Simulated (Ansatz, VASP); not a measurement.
## Two plane-wave programs on InSe

```xyz
4
Lattice="2.0000 1.1547 8.4400 -2.0000 1.1547 8.4400 0.0000 -2.3094 8.4400" Properties=species:S:1:pos:R:3 pbc="T T T"
In    0.0000    0.0000   22.4994
In    0.0000    0.0000    0.0000
Se    0.0000    0.0000    4.3525
Se    0.0000    0.0000    9.7102
```

Alike in both runs: functional RPBE; k mesh 8 × 8 × 8; occupations fermi-dirac, width 0.05 eV; no spin polarisation.

|  | VASP | Ansatz |
| --- | --- | --- |
| version | VASP 6.6.1 | Ansatz 0.2.0 |
| potentials or method | VASP PAW PBE potentials, release 64 (In_d, Se) | Ansatz PAW |
| plane-wave cutoff (eV) | 520 | 420 |
| valence electrons in the cell | 38 | 58 |
| task | single point | band structure |

```tsv
	VASP	Ansatz	Ansatz less VASP
gap on the k mesh at the Fermi level (eV)	0.56	0.58	+0.014
least direct gap on the mesh (eV)	0.56	0.58	+0.014
pressure (GPa)	4.6	4.5	-0.06
traceless stress, the component that is largest in VASP (GPa)	-0.77	-0.77	0.000
rms of the force components (eV/Å)	0.213	0.204	-0.0090
```

VASP's potentials were made for PBE, not for RPBE. Atom by atom the forces differ by 0.009 eV/Å (rms over components). VASP's potentials hold 38 valence electrons a cell and Ansatz's 58, so a difference there can come from the potentials and not from the codes.
